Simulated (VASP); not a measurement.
# Bi (I4/mmm) in VASP: single point with r2SCAN

Aim: the single point of Bi with r2SCAN.

All numbers are computed with VASP 6.6.1; they aren't measurements. Logs are shortened: lines on timing, memory, paths and dates and some standing lists are left out, and cuts for length are marked.

### 1 The cell of the first run

The structure is tetragonal, space group I4/mmm (No. 139). The conventional cell has a = 3.844 Å, b = 3.844 Å, c = 4.082 Å, α = 90.00°, β = 90.00°, γ = 90.00°. Within 4.5 Å of Bi (site symmetry 4/mmm) lie 14 Bi at 3.40 to 4.08 Å.

### 2 Single point, r2SCAN (strain -0.030 along x and y, +0.030 along z)

The input, POSCAR:

```
Bi
1.0
   -1.9219876158      1.9219876158      2.0408734478
    1.9219876158     -1.9219876158      2.0408734478
    1.9219876158      1.9219876158     -2.0408734478
Bi
1
Direct
    0.0000000000      0.0000000000      0.0000000000
```

The input, INCAR.step1:

```
SYSTEM = Bi
  PREC = Accurate
  ENCUT = 520
  ISMEAR = 0
  SIGMA = 0.15
  LREAL = .FALSE.
  LASPH = .TRUE.
  NELM = 80
  NBANDS = 14
  GGA = PE
  ALGO = Normal
  EDIFF = 1E-4
  LWAVE = .TRUE.
  LCHARG = .FALSE.
```

The input, INCAR.step2:

```
SYSTEM = Bi
  PREC = Accurate
  ENCUT = 520
  EDIFF = 1E-7
  ISMEAR = 0
  SIGMA = 0.15
  LREAL = .FALSE.
  LASPH = .TRUE.
  NELM = 80
  ALGO = Normal
  ISIF = 2
  LWAVE = .FALSE.
  LCHARG = .FALSE.
  METAGGA = R2SCAN
  LMIXTAU = .TRUE.
  NBANDS = 14
  ISTART = 1
```

The input, KPOINTS:

```
regular mesh
0
G
  18 18 18
  0 0 0
```

Potentials or basis: VASP PAW PBE potentials, release 64 (Bi_d).

Started as:

```
cat potpaw_PBE.64/Bi_d/POTCAR > POTCAR
cp INCAR.step1 INCAR
mpirun -np 1 vasp_std > vasp.out
cp INCAR.step2 INCAR
mpirun -np 1 vasp_std > vasp.out
```

OUTCAR:

```text
SYSTEM = Bi
   PREC = Accurate
   ENCUT = 520
   EDIFF = 1E-7
   ISMEAR = 0
   LREAL = .FALSE.
   LASPH = .TRUE.
   NELM = 80
   ISIF = 2
   METAGGA = R2SCAN
   ISTART = 1

 ion  position               nearest neighbor table
   1  0.000  0.000  0.000-

  LATTYP: Found a body centered tetragonal cell.
 ALAT       =     3.8439752316
 C/A-ratio  =     1.0618556702

  Lattice vectors:

 A1 = (  -1.9219876158,   1.9219876158,   2.0408734478)
 A2 = (   1.9219876158,  -1.9219876158,   2.0408734478)
 A3 = (   1.9219876158,   1.9219876158,  -2.0408734478)

Analysis of symmetry for initial positions (statically):
=====================================================================
 Subroutine PRICEL returns:
 Original cell was already a primitive cell.

 Routine SETGRP: Setting up the symmetry group for a
 body centered tetragonal supercell.

 Subroutine GETGRP returns: Found 16 space group operations
 (whereof 16 operations were pure point group operations)
 out of a pool of 16 trial point group operations.

The static configuration has the point symmetry D_4h.

Analysis of symmetry for dynamics (positions and initial velocities):
=====================================================================
 Subroutine PRICEL returns:
 Original cell was already a primitive cell.

 Routine SETGRP: Setting up the symmetry group for a
 body centered tetragonal supercell.

 Subroutine GETGRP returns: Found 16 space group operations
 (whereof 16 operations were pure point group operations)
 out of a pool of 16 trial point group operations.

The dynamic configuration has the point symmetry D_4h.

 Subroutine INISYM returns: Found 16 space group operations
 (whereof 16 operations are pure point group operations),
 and found     1 'primitive' translations

----------------------------------------------------------------------------------------

                                     Primitive cell

  volume of cell :      30.1562

  direct lattice vectors                    reciprocal lattice vectors
    -1.921987616  1.921987616  2.040873448     0.000000000  0.260147358  0.244993143
     1.921987616 -1.921987616  2.040873448     0.260147358  0.000000000  0.244993143
     1.921987616  1.921987616 -2.040873448     0.260147358  0.260147358  0.000000000

  length of vectors
     3.399005328  3.399005328  3.399005328     0.357348972  0.357348972  0.367903922

  position of ions in fractional coordinates (direct lattice)
     0.000000000  0.000000000  0.000000000

  ion indices of the primitive-cell ions
   primitive index   ion index
                 1           1

----------------------------------------------------------------------------------------

 KPOINTS: regular mesh

Automatic generation of k-mesh.
 Grid dimensions read from file:
 generate k-points for:   18   18   18

 Generating k-lattice:

  Cartesian coordinates                     Fractional coordinates (reciprocal lattice)
     0.000000000  0.014452631  0.013610730     0.055555556 -0.000000000  0.000000000
     0.014452631  0.000000000  0.013610730    -0.000000000  0.055555556  0.000000000
     0.014452631  0.014452631  0.000000000     0.000000000  0.000000000  0.055555556

  Length of vectors
     0.019852721  0.019852721  0.020439107

  Shift w.r.t. Gamma in fractional coordinates (k-lattice)
     0.000000000  0.000000000  0.000000000

 Subroutine IBZKPT returns following result:
 ===========================================

 Found    480 irreducible k-points:

 Following reciprocal coordinates:
            Coordinates               Weight
  0.000000  0.000000  0.000000      1.000000
  0.055556  0.000000  0.000000      8.000000
  0.111111  0.000000  0.000000      8.000000
  0.166667  0.000000 -0.000000      8.000000
  0.222222  0.000000  0.000000      8.000000
  0.277778 -0.000000  0.000000      8.000000
[... 16 lines left out ...]
 -0.277778  0.055556  0.000000     16.000000
 -0.222222  0.055556  0.000000     16.000000
 [... further k-points ...]
   k-points           NKPTS =    480   k-points in BZ     NKDIM =    480   number of bands    NBANDS=     14
   number of dos      NEDOS =    301   number of ions     NIONS =      1
   total plane-waves  NPLWV =  21952
   dimension x,y,z NGX =    28 NGY =   28 NGZ =   28
   dimension x,y,z NGXF=    56 NGYF=   56 NGZF=   56
   ions per type =               1
   NGX,Y,Z   is equivalent  to a cutoff of  13.69, 13.69, 13.69 a.u.
   NGXF,Y,Z  is equivalent  to a cutoff of  27.39, 27.39, 27.39 a.u.
 SYSTEM =  Bi
   PREC   = accura    normal or accurate (medium, high low for compatibility)
   ISTART =      1    job   : 0-new  1-cont  2-samecut
   ICHARG =      0    charge: 1-file 2-atom 10-const
   ISPIN  =      1    spin polarized calculation?
   LNONCOLLINEAR =      F non collinear calculations
   LSORBIT =      F    spin-orbit coupling
   LASPH  =      T    aspherical Exc in radial PAW
   ENCUT  =  520.0 eV  38.22 Ry    6.18 a.u.   6.32  6.32  6.32*2*pi/ulx,y,z
   NELM   =     80;   NELMIN=  2; NELMDL=  0     # of ELM steps
   EDIFF  = 0.1E-06   stopping-criterion for ELM
   LREAL  =      F    real-space projection
   EDIFFG = 0.1E-05   stopping-criterion for IOM
   NSW    =      0    number of steps for IOM
   IBRION =     -1    ionic relax: 0-MD 1-quasi-New 2-CG
   NFREE  =      0    steps in history (QN), initial steepest desc. (CG)
   ISIF   =      2    stress and relaxation
   ISYM   =      2    0-nonsym 1-usesym 2-fastsym
   POTIM  = 0.5000    time-step for ionic-motion
   TEBEG  =    0.0;   TEEND  =   0.0 temperature during run
   PSTRESS=    0.0 pullay stress
   NELECT =      15.0000    total number of electrons
   NUPDOWN=      -1.0000    fix difference up-down
   EMIN   =  10.00;   EMAX   =-10.00  energy-range for DOS
   EFERMI =   0.00;   METHOD = LEGACY
   ISMEAR =     0;   SIGMA  =   0.15  broadening in eV -4-tet -1-fermi 0-gaus
   EFERMI_NEDOS =   21; number of points for ismear=-14 and -15
   IALGO  =     38    algorithm
   IMIX   =      4    mixing-type and parameters
     AMIX     =   0.40;   BMIX     =  1.00
     AMIX_MAG =   1.60;   BMIX_MAG =  1.00
  volume/ion in A,a.u.               =      30.16       203.50
  Fermi-wavevector in a.u.,A,eV,Ry     =   1.297118  2.451198 22.892010  1.682515
  Thomas-Fermi vector in A             =   2.428531
   LORBIT       =      0    0 simple, 1 ext, 2 COOP (PROOUT), +10 PAW based schemes
   METAGGA = R2SCAN    functional components
   LHFCALC =     F    Hartree Fock is set to
   AEXX    =    0.0000 exact exchange contribution
   IVDW    =     0    specifies the selected vdW correction
   LEPSILON=     F    determine dielectric tensor
   LRPA    =     F    only Hartree local field effects (RPA)
 non-spin polarized calculation
 Gauss-broadening in eV      SIGMA  =   0.15
  energy-cutoff  :      520.00
  volume of cell :       30.16
 maximum number of plane-waves:       830
 NGX is ok and might be reduce to    28
   NGX = 13   NGY = 13   NGZ = 13

 number of electron      14.9999998 magnetization

 Free energy of the ion-electron system (eV)
  ---------------------------------------------------
  ext. energy  EPLUGINS =         0.00000000
  ---------------------------------------------------
  free energy    TOTEN  =       -58.26191169 eV

  energy without entropy =      -58.25464426  energy(sigma->0) =      -58.25827798

 E-fermi :   8.2478     XC(G=0): -11.2365

 val. band max:        8.2409166523   @ k =   0.2222   0.0000   0.0000
 cond. band min:       8.2525927441   @ k =  -0.3889   0.3889   0.2778
 fundamental gap:      0.0116760918
 Fermi energy:         8.2477713277

 k-point     1 :       0.0000    0.0000    0.0000
  band No.  band energies     occupation
      1     -15.5450      2.00000
      2     -15.5450      2.00000
      3     -15.5281      2.00000
      4     -15.4005      2.00000
      5     -15.3709      2.00000
      6      -6.1238      2.00000
      7      13.6746      0.00000
      8      13.8744      0.00000
      9      13.8744      0.00000
     10      18.7455      0.00000
     11      19.0531      0.00000
     12      19.8521      0.00000
     13      19.8521      0.00000
     14      20.2666      0.00000

 k-point     2 :       0.0556    0.0000    0.0000
  band No.  band energies     occupation
      1     -15.5427      2.00000
      2     -15.5423      2.00000
      3     -15.5244      2.00000
      4     -15.4016      2.00000
      5     -15.3721      2.00000
      6      -6.0631      2.00000
      7      13.0922      0.00000
      8      13.6842      0.00000
      9      13.7429      0.00000
     10      18.5708      0.00000
     11      19.2175      0.00000
     12      19.4145      0.00000
     13      19.5558      0.00000
     14      20.6567      0.00000

 k-point     3 :       0.1111    0.0000    0.0000
  band No.  band energies     occupation
      1     -15.5432      2.00000
      2     -15.5348      2.00000
      3     -15.5067      2.00000
      4     -15.4046      2.00000
      5     -15.3752      2.00000
      6      -5.8814      2.00000
      7      11.6322      0.00000
      8      13.1960      0.00000
      9      13.6174      0.00000
     10      17.7981      0.00000
     11      18.7995      0.00000
     12      19.2427      0.00000
     13      20.0164      0.00000
     14      21.3911      0.00000
[... 324 lines left out ...]
 k-point    23 :      -0.2778    0.0556    0.0000
  band No.  band energies     occupation
      1     -15.5570      2.00000
      2     -15.5115      2.00000
      3     -15.4143      2.00000
      4     -15.4111      2.00000
      5     -15.3844      2.00000
      6      -4.8631      2.00000
      7       7.3572      2.00000
      8      11.3737      0.00000
      9      12.7362      0.00000
     10      16.5615      0.00000
     11      17.6459      0.00000
     12      18.9033      0.00000
     13      21.8480      0.00000
     14      23.0433      0.00000

 k-point    24 :      -0.2222    0.0556    0.0000
  band No.  band energies     occupation
      1     -15.5497      2.00000
      2     -15.5214      2.00000
      3     -15.4520      2.00000
      4     -15.4093      2.00000
      5     -15.3818      2.00000
      6      -5.3295      2.00000
      7       8.9813      0.00000
      8      12.0560      0.00000
      9      12.9979      0.00000
     10      17.0660      0.00000
     11      17.8622      0.00000
     12      18.9797      0.00000
     13      21.2166      0.00000
     14      21.9802      0.00000

 [... further k-points ...]

------------------------ aborting loop because EDIFF is reached ----------------------------------------

  FORCE on cell =-STRESS in cart. coord.  units (eV):
  Direction    XX          YY          ZZ          XY          YZ          ZX
  --------------------------------------------------------------------------------------
  -------------------------------------------------------------------------------------
  Total        0.4247780      0.4247780      0.2642817      0.0000000      0.0000000      0.0000000
  in kB       22.5681173     22.5681173     14.0410771      0.0000000      0.0000000      0.0000000
  external PRESSURE =      19.7257706 kB  Pullay stress =       0.0000000 kB

 VOLUME and BASIS-vectors are now :
 -----------------------------------------------------------------------------
  energy-cutoff  :      520.00
  volume of cell :       30.16
      direct lattice vectors                 reciprocal lattice vectors
    -1.921987616  1.921987616  2.040873448     0.000000000  0.260147358  0.244993143
     1.921987616 -1.921987616  2.040873448     0.260147358  0.000000000  0.244993143
     1.921987616  1.921987616 -2.040873448     0.260147358  0.260147358  0.000000000

 POSITION                                       TOTAL-FORCE (eV/Angst)
 -----------------------------------------------------------------------------------
      0.00000      0.00000      0.00000         0.000000      0.000000     -0.000000
 -----------------------------------------------------------------------------------
    total drift:                               -0.000000     -0.000000     -0.000000

  FREE ENERGIE OF THE ION-ELECTRON SYSTEM (eV)
  ---------------------------------------------------
  free  energy   TOTEN  =       -58.2619116900 eV

  energy  without entropy=      -58.2546442602  energy(sigma->0) =      -58.25827798
```

It took 24 min on 1 thread of Intel Xeon 8259CL, shared host; peak memory 0.31 GiB.

Results:

```
Free energy            : -58.2619 eV
Pressure               : 2.0 GPa
Band gap on the k mesh : zero (an odd number of electrons rules out a gap without spin polarisation)
```

Stress tensor (GPa, compression positive):
```
2.26 0.00 0.00
0.00 2.26 0.00
0.00 0.00 1.40
```

Caveat: the cell differs from its parent crystal (strain -0.030 along x and y, +0.030 along z); the PAW data sets were made with another functional, which shifts forces and pressure a little; spin-orbit coupling is left out, which moves the levels of the heavy elements.
